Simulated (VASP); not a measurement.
# Ni (Im-3m) in VASP: a series of runs

The runs below take Ni through single point, with r2SCAN+D3(BJ).

All numbers are computed with VASP 6.6.1; they aren't measurements. Logs are shortened: lines on timing, memory, paths and dates and some standing lists are left out, and cuts for length are marked.

## (1) The cell of the first run

It takes space group Im-3m (No. 229, cubic). The conventional cell has a = 2.723 Å, b = 2.723 Å, c = 2.723 Å, α = 90.00°, β = 90.00°, γ = 90.00°. Within 3.1 Å of Ni (site symmetry m-3m) lie 14 Ni at 2.36 to 2.72 Å.

This isn't the form of Ni at room conditions, which is fcc.

## (2) Single point, r2SCAN+D3(BJ), collinear spin, ferromagnetic start

File POSCAR:

```
Ni
1.0
    2.3580567230     -0.0000000131     -0.0000000226
   -0.7860188953      2.2231972033     -0.0000000226
   -0.7860188953     -1.1115985690      1.9253452745
Ni
1
Direct
    0.0000000000      0.0000000000      0.0000000000
```

File INCAR.step1:

```
PREC = Accurate
ENCUT = 520
ISMEAR = -1
SIGMA = 0.1
LREAL = False
LASPH = True
NELM = 150
ISPIN = 2
MAGMOM = 1
LMAXMIX = 4
NBANDS = 15
GGA = PE
ALGO = Normal
EDIFF = 1E-4
LWAVE = True
LCHARG = False
```

File INCAR.step2:

```
PREC = Accurate
ENCUT = 520
EDIFF = 1E-6
ISMEAR = -1
SIGMA = 0.1
LREAL = False
LASPH = True
NELM = 150
ALGO = Normal
ISIF = 2
LWAVE = False
LCHARG = False
ISPIN = 2
MAGMOM = 1
LORBIT = 11
LMAXMIX = 4
METAGGA = R2SCAN
LMIXTAU = True
IVDW = 12
VDW_S6 = 1.0
VDW_S8 = 0.78981345
VDW_A1 = 0.49484001
VDW_A2 = 5.73083694
NBANDS = 15
ISTART = 1
```

File KPOINTS:

```
Automatic mesh
0
Gamma
  17 17 17
```

Potentials or basis: VASP PAW PBE potentials, release 64 (Ni).

Command:

```
cat potpaw_PBE.64/Ni/POTCAR > POTCAR
cp INCAR.step1 INCAR
mpirun -np 1 vasp_std > vasp.out
cp INCAR.step2 INCAR
mpirun -np 1 vasp_std > vasp.out
```

OUTCAR:

```text
PREC = Accurate
   ENCUT = 520
   EDIFF = 1E-6
   ISMEAR = -1
   LREAL = False
   LASPH = True
   NELM = 150
   ISIF = 2
   ISPIN = 2
   LORBIT = 11
   METAGGA = R2SCAN
   IVDW = 12
   ISTART = 1
 IVDW          = 12

 ion  position               nearest neighbor table
   1  0.000  0.000  0.000-

  LATTYP: Found a body centered cubic cell.
 ALAT       =     2.7228493675

  Lattice vectors:

 A1 = (   2.3580567230,  -0.0000000131,  -0.0000000226)
 A2 = (  -0.7860188953,   2.2231972033,  -0.0000000226)
 A3 = (  -0.7860188953,  -1.1115985690,   1.9253452745)

Analysis of symmetry for initial positions (statically):
=====================================================================
 Subroutine PRICEL returns:
 Original cell was already a primitive cell.

 Routine SETGRP: Setting up the symmetry group for a
 body centered cubic supercell.

 Subroutine GETGRP returns: Found 48 space group operations
 (whereof 48 operations were pure point group operations)
 out of a pool of 48 trial point group operations.

The static configuration has the point symmetry O_h .

Analysis of symmetry for dynamics (positions and initial velocities):
=====================================================================
 Subroutine PRICEL returns:
 Original cell was already a primitive cell.

 Routine SETGRP: Setting up the symmetry group for a
 body centered cubic supercell.

 Subroutine GETGRP returns: Found 48 space group operations
 (whereof 48 operations were pure point group operations)
 out of a pool of 48 trial point group operations.

The dynamic configuration has the point symmetry O_h .

Analysis of structural, dynamic, and magnetic symmetry:
=====================================================================
 Subroutine PRICEL returns:
 Original cell was already a primitive cell.

 Routine SETGRP: Setting up the symmetry group for a
 body centered cubic supercell.

 Subroutine GETGRP returns: Found 48 space group operations
 (whereof 48 operations were pure point group operations)
 out of a pool of 48 trial point group operations.

The overall configuration has the point symmetry O_h .

 Subroutine INISYM returns: Found 48 space group operations
 (whereof 48 operations are pure point group operations),
 and found     1 'primitive' translations

----------------------------------------------------------------------------------------

                                     Primitive cell

  volume of cell :      10.0935

  direct lattice vectors                    reciprocal lattice vectors
     2.358056723 -0.000000013 -0.000000023     0.424078012  0.149934219  0.259693677
[... 125 lines left out ...]
  ---------------------------------------------------
  ext. energy  EPLUGINS =         0.00000000
  ---------------------------------------------------
  free energy    TOTEN  =       -11.83240827 eV

  energy without entropy =      -11.79163984  energy(sigma->0) =      -11.81202406

 E-fermi :  10.2125     XC(G=0): -14.8830

 val. band max:       10.2102389708   @ k =  -0.2941   0.4706   0.0588
 cond. band min:      10.2196825488   @ k =   0.4118   0.1765   0.0000
 fundamental gap:      0.0094435780
 Fermi energy:        10.2124524019

 spin component 1

 k-point     1 :       0.0000    0.0000    0.0000
  band No.  band energies     occupation
      1       0.4447      1.00000
      2       7.3788      1.00000
      3       7.3790      1.00000
      4       7.3790      1.00000
      5       9.0012      0.99999
      6       9.0012      0.99999
      7      38.4912      0.00000
      8      38.4914      0.00000
      9      38.4914      0.00000
     10      44.0561      0.00000
     11      44.0561      0.00000
     12      46.0522      0.00000
     13      46.0528      0.00000
     14      46.0859      0.00000
[... 403 lines left out ...]
      4       8.6399      1.00000
      5       9.1063      0.99998
      6       9.4607      0.99946
      7      26.6937      0.00000
      8      27.7776      0.00000
      9      33.9698      0.00000
     10      38.9353      0.00000
     11      42.7169      0.00000
     12      46.6533      0.00000
     13      49.7200      0.00000
     14      53.2387      0.00000
     15      53.3047      0.00000

 [... further k-points ...]

 spin component 2

 k-point     1 :       0.0000    0.0000    0.0000
  band No.  band energies     occupation
      1       0.2715      1.00000
      2       8.4700      1.00000
      3       8.4700      1.00000
      4       8.4702      1.00000
      5       9.6666      0.99576
      6       9.6666      0.99576
      7      38.4730      0.00000
      8      38.4730      0.00000
      9      38.4731      0.00000
     10      44.0556      0.00000
     11      44.0556      0.00000
     12      46.3991      0.00000
     13      46.4872      0.00000
     14      46.4872      0.00000
[... 403 lines left out ...]
      4       9.4159      0.99965
      5       9.8914      0.96122
      6      10.4718      0.06955
      7      26.8467      0.00000
      8      27.9769      0.00000
      9      34.1741      0.00000
     10      39.0116      0.00000
     11      42.9122      0.00000
     12      46.8678      0.00000
     13      50.1422      0.00000
     14      53.4507      0.00000
     15      55.2455      0.00000

 [... further k-points ...]

------------------------ aborting loop because EDIFF is reached ----------------------------------------

 Edisp (eV)   -0.23417

 E8    (eV) :    -0.0790

  FORCE on cell =-STRESS in cart. coord.  units (eV):
  Direction    XX          YY          ZZ          XY          YZ          ZX
  --------------------------------------------------------------------------------------
  -------------------------------------------------------------------------------------
  Total       0.52633     0.52633     0.52633     0.00000     0.00000     0.00000
  in kB      83.54643    83.54643    83.54643     0.00000     0.00000     0.00000
  external pressure =       83.55 kB  Pullay stress =        0.00 kB

 VOLUME and BASIS-vectors are now :
 -----------------------------------------------------------------------------
  energy-cutoff  :      520.00
  volume of cell :       10.09
      direct lattice vectors                 reciprocal lattice vectors
     2.358056723 -0.000000013 -0.000000023     0.424078012  0.149934219  0.259693677
    -0.786018895  2.223197203 -0.000000023     0.000000005  0.449802657  0.259693677
    -0.786018895 -1.111598569  1.925345274     0.000000005  0.000000007  0.519387367

 POSITION                                       TOTAL-FORCE (eV/Angst)
 -----------------------------------------------------------------------------------
      0.00000      0.00000      0.00000         0.000000     -0.000000      0.000000
 -----------------------------------------------------------------------------------
    total drift:                                0.000000      0.000000      0.000000

  FREE ENERGIE OF THE ION-ELECTRON SYSTEM (eV)
  ---------------------------------------------------
  free  energy   TOTEN  =       -12.0665775431 eV

  energy  without entropy=      -12.0258091118  energy(sigma->0) =      -12.04619333

 total charge

# of ion       s       p       d       tot
------------------------------------------
    1        0.539   0.574   8.381   9.495

 magnetization (x)

# of ion       s       p       d       tot
------------------------------------------
    1       -0.007  -0.030   0.667   0.630
```

OUTCAR.step1:

```text
PREC = Accurate
   ENCUT = 520
   ISMEAR = -1
   LREAL = False
   LASPH = True
   NELM = 150
[... 1100 lines left out ...]
 POSITION                                       TOTAL-FORCE (eV/Angst)
 -----------------------------------------------------------------------------------
      0.00000      0.00000      0.00000        -0.000000      0.000000      0.000000
 -----------------------------------------------------------------------------------
    total drift:                                0.000000      0.000000      0.000000

  FREE ENERGIE OF THE ION-ELECTRON SYSTEM (eV)
  ---------------------------------------------------
  free  energy   TOTEN  =        -5.3527495590 eV

  energy  without entropy=       -5.2958924355  energy(sigma->0) =       -5.32432100
```

OSZICAR.step1:

```text
N       E                     dE             d eps       ncg     rms          rms(c)
DAV:   1     0.333522948763E+02    0.33352E+02   -0.41878E+03 10503   0.871E+02
DAV:   2    -0.491651207958E+01   -0.38269E+02   -0.35705E+02 11160   0.165E+02
DAV:   3    -0.628888818700E+01   -0.13724E+01   -0.13600E+01 12413   0.306E+01
DAV:   4    -0.629581886446E+01   -0.69307E-02   -0.69296E-02 11994   0.210E+00
DAV:   5    -0.629588073608E+01   -0.61872E-04   -0.61872E-04 12490   0.177E-01    0.106E+01
DAV:   6    -0.558457920140E+01    0.71130E+00   -0.10406E+01 13883   0.364E+01    0.508E+00
DAV:   7    -0.537244109424E+01    0.21214E+00   -0.15677E+00 12886   0.128E+01    0.224E+00
DAV:   8    -0.535454712567E+01    0.17894E-01   -0.31655E-02 13918   0.124E+00    0.875E-01
DAV:   9    -0.535303474066E+01    0.15124E-02   -0.78030E-04 15694   0.156E-01    0.224E-01
DAV:  10    -0.535273875526E+01    0.29599E-03   -0.20396E-04 11370   0.863E-02    0.514E-02
DAV:  11    -0.535274955904E+01   -0.10804E-04   -0.30905E-05  7463   0.471E-02
   1 F= -.53527496E+01 E0= -.53243210E+01  d E =-.568571E-01  mag=     0.4092
```

It took 1.8 min on 1 thread of Intel Xeon Platinum 8488C (Sapphire Rapids), shared host; peak memory 0.16 GiB.

What came out:

- Free energy: -12.0666 eV
- Pressure: 8.4 GPa
- Net moment: 0.62 μB per cell
- Site moments: Ni +0.63 μB
- Valence electrons inside the program's atomic spheres: Ni 9.49
- Dispersion energy per atom: -0.234 eV

Caveat: the cell stands under pressure; the PAW data sets were made with another functional, which shifts forces and pressure a little.

## (3) Single point, r2SCAN+D3(BJ), collinear spin, ferromagnetic start

This run uses another cell than the first one, of 10.17 Å³/atom.

File POSCAR:

```
Ni
1.0
    2.3643105155     -0.0000000131     -0.0000000227
   -0.7881034928      2.2290933355     -0.0000000227
   -0.7881034928     -1.1145466350      1.9304514748
Ni
1
Direct
    0.0000000000      0.0000000000      0.0000000000
```

File INCAR.step1:

```
PREC = Accurate ; ENCUT = 520
ISMEAR = -1 ; SIGMA = 0.1
LREAL = False ; LASPH = True
NELM = 150 ; ISPIN = 2
MAGMOM = 1 ; LMAXMIX = 4
NBANDS = 15 ; GGA = PE
ALGO = Normal ; EDIFF = 1E-4
LWAVE = True ; LCHARG = False
```

File INCAR.step2:

```
PREC = Accurate ; ENCUT = 520
EDIFF = 1E-7 ; ISMEAR = -1
SIGMA = 0.1 ; LREAL = False
LASPH = True ; NELM = 150
ALGO = Normal ; ISIF = 2
LWAVE = False ; LCHARG = False
ISPIN = 2 ; MAGMOM = 1
LORBIT = 11 ; LMAXMIX = 4
METAGGA = R2SCAN ; LMIXTAU = True
IVDW = 12 ; VDW_S6 = 1.0
VDW_S8 = 0.78981345 ; VDW_A1 = 0.49484001
VDW_A2 = 5.73083694 ; NBANDS = 15
ISTART = 1
```

File KPOINTS:

```
regular mesh
0
Gamma
  17 17 17
```

Potentials or basis: VASP PAW PBE potentials, release 64 (Ni).

Command:

```
cat potpaw_PBE.64/Ni/POTCAR > POTCAR
cp INCAR.step1 INCAR
mpirun -np 1 vasp_std > vasp.out
cp INCAR.step2 INCAR
mpirun -np 1 vasp_std > vasp.out
```

It took 2.3 min on 1 thread of Intel Xeon Platinum 8488C (Sapphire Rapids), shared host; peak memory 0.16 GiB.

The run converged. Its results:

```
Free energy                                           : -12.0703 eV
Pressure                                              : 6.3 GPa
Net moment                                            : 0.62 μB per cell
Site moments                                          : Ni +0.64 μB
Valence electrons inside the program's atomic spheres : Ni 9.48
Dispersion energy per atom                            : -0.232 eV
```

Levels at points of the mesh, in eV from the Fermi level:
Spin up:
```csv
k point,band 1,band 2,band 3,band 4,band 5,band 6,band 7,band 8,band 9,band 10
"(0.00, 0.00, 0.00)",-9.71,-2.82,-2.82,-2.82,-1.21,-1.21,28.19,28.19,28.19,33.69
```
Spin down:
| k point | band 2 | band 3 | band 4 | band 5 | band 6 | band 7 | band 8 | band 9 |
| --- | --- | --- | --- | --- | --- | --- | --- | --- |
| (0.00, 0.00, 0.00) | -1.72 | -1.72 | -1.72 | -0.54 | -0.54 | 28.17 | 28.17 | 28.17 |

Caveat: the cell stands under pressure; the PAW data sets were made with another functional, which shifts forces and pressure a little.

[end of part 1 of 2]
